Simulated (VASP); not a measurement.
Set up this calculation in VASP 6.6.1, as the native input.

| Item | Value |
| --- | --- |
| Task | single point |
| Functional | PBE |
| Potentials or basis | VASP PAW PBE potentials, release 64 (Be, Se) |
| Cutoff | 520 eV |
| k mesh | 10 × 10 × 10 |
| Occupations | gaussian, width 0.1 eV |
| Spin | no spin polarisation |
| Dipole correction | no |
| Further INCAR settings | ALGO = Normal; EDIFF = 1e-06; NBANDS = 21 |

The structure of BeSe4 lies in POSCAR:

```
BeSe4
1.0
   -3.7151328578      3.7151328578      2.2006346806
    3.7151328578     -3.7151328578      2.2006346806
    3.7151328578      3.7151328578     -2.2006346806
Be Se
1 4
Direct
    0.0000000000      0.0000000000      0.0000000000
    0.8295767001      0.7249870788      0.5545637789
    0.2750129212      0.8295767001      0.1045896213
    0.7249870788      0.1704232999      0.8954103787
    0.1704232999      0.2750129212      0.4454362211
```

The cell was built from a structure type or drawn by symmetry, and may not be a known phase.

One way to write it, as run:

INCAR

```
PREC     = Accurate       # precision mode
ENCUT    = 520            # plane-wave cutoff, eV
EDIFF    = 1E-6           # SCF threshold, eV
ISMEAR   = 0              # smearing method
SIGMA    = 0.1            # smearing width, eV
LREAL    = False          # projectors in reciprocal space
LASPH    = True           # aspherical terms in the spheres
NELM     = 100            # most SCF steps
ALGO     = Normal         # electronic algorithm
ISIF     = 2              # what is computed and relaxed
LWAVE    = False          # write WAVECAR
LCHARG   = False          # write CHGCAR
GGA      = PE             # functional
NBANDS   = 21             # bands
```

KPOINTS

```
regular mesh
0
Gamma
  10 10 10
```

Potentials or basis: VASP PAW PBE potentials, release 64 (Be, Se).

The run is started by

```bash
$ cat potpaw_PBE.64/Be/POTCAR potpaw_PBE.64/Se/POTCAR > POTCAR
$ mpirun -np 1 vasp_std > vasp.out
```

It gave:

```
Pressure               : 0.1 GPa
Largest force          : 0.010 eV/Å
Band gap on the k mesh : zero (bands 13 and 14 overlap by 2.26 eV)
```

Run time: 9.3 min on 1 thread of Intel Xeon 8259CL, on a shared host, peak memory 0.48 GiB.
